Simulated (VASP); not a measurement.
Write the native input for VASP 6.6.1 that does the following.

* Task: single point
* Functional: r2SCAN
* Potentials or basis: VASP PAW PBE potentials, release 64 (Cu)
* Cutoff: 520 eV
* k mesh: 10 × 10 × 10
* Occupations: fermi-dirac, width 0.02 eV
* Spin: no spin polarisation
* Dipole correction: no
* Further INCAR settings: ALGO = Normal; EDIFF = 1e-06; NBANDS = 12

The system is Cu.

```xyz
1
Lattice="0.0000 1.7889 1.7889 1.7889 0.0000 1.7889 1.7889 1.7889 0.0000" Properties=species:S:1:pos:R:3 pbc="T T T"
Cu    0.0000    0.0000    0.0000
```

One way to write it, as run:

POSCAR

```
Cu
1.0
    0.0000000000      1.7889352507      1.7889352507
    1.7889352507      0.0000000000      1.7889352507
    1.7889352507      1.7889352507      0.0000000000
Cu
1
Direct
    0.0000000000      0.0000000000      0.0000000000
```

INCAR.step1

```
PREC = Accurate ; ENCUT = 520
ISMEAR = -1 ; SIGMA = 0.02
LREAL = F ; LASPH = T
NELM = 80 ; NBANDS = 12
GGA = PE ; ALGO = Normal
EDIFF = 1E-4 ; LWAVE = T
LCHARG = F
```

INCAR.step2

```
PREC = Accurate ; ENCUT = 520
EDIFF = 1E-6 ; ISMEAR = -1
SIGMA = 0.02 ; LREAL = F
LASPH = T ; NELM = 80
ALGO = Normal ; ISIF = 2
LWAVE = F ; LCHARG = F
METAGGA = R2SCAN ; LMIXTAU = T
NBANDS = 12 ; ISTART = 1
```

KPOINTS

```
regular mesh
0
Gamma
  10 10 10
```

Potentials or basis: VASP PAW PBE potentials, release 64 (Cu).

Command:

```sh
$ cat potpaw_PBE.64/Cu/POTCAR > POTCAR
$ cp INCAR.step1 INCAR
$ mpirun -np 1 vasp_std > vasp.out
$ cp INCAR.step2 INCAR
$ mpirun -np 1 vasp_std > vasp.out
```

It gave:

```yaml
Pressure: 0.7 GPa
Band_gap_on_the_k_mesh: zero (an odd number of electrons rules out a gap without spin polarisation)
```

Caveat: the PAW data sets were made with another functional, which shifts forces and pressure a little.

Wall time 55 s on 1 thread of Intel Xeon 8259CL, with other jobs on the host, peak memory 0.13 GiB.
